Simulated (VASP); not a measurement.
Here is a VASP 6.6.1 calculation.

Contents of INCAR:

```
PREC = Accurate ; ENCUT = 600
EDIFF = 1E-6 ; ISMEAR = 0
SIGMA = 0.1 ; LREAL = F
LASPH = T ; NELM = 120
ALGO = Normal ; ISIF = 2
LWAVE = F ; LCHARG = F
GGA = PE ; NBANDS = 31
GGA_COMPAT = F
```

KPOINTS

```
regular mesh
0
Gamma
  3 3 4
```

POSCAR

```
BeCd2Te3
1.0
    9.6760085707      0.0000000000      0.0000000000
   -4.8380042854      8.3796692295      0.0000000000
    0.0000000000      0.0000000000      3.2656106628
Be Cd Te
1 2 3
Direct
    0.0000000000      0.0000000000      0.0000000000
    0.3333333333      0.6666666667      0.5000000000
    0.6666666667      0.3333333333      0.5000000000
    0.5000000000      0.0000000000      0.5000000000
    0.0000000000      0.5000000000      0.5000000000
    0.5000000000      0.5000000000      0.5000000000
```

Potentials or basis: VASP PAW PBE potentials, release 64 (Be, Cd, Te).

Launch:

```bash
$ cat potpaw_PBE.64/Be/POTCAR potpaw_PBE.64/Cd/POTCAR potpaw_PBE.64/Te/POTCAR > POTCAR
$ mpirun -np 1 vasp_std > vasp.out
```

Question: What does it give for the pressure?

Answer: 0.2 GPa.

Question: Predict the band gap on the k mesh.

Answer: Zero (bands 22 and 23 overlap by 2.45 eV).

Stress tensor (GPa, compression positive):
```
0.24 0.00 0.00
0.00 0.24 0.00
0.00 0.00 0.03
```

Caveat: the k points lie up to 0.48 Å⁻¹ apart, too coarse for converged energies and pressures of a metal; spin-orbit coupling is left out, which moves the levels of the heavy elements.
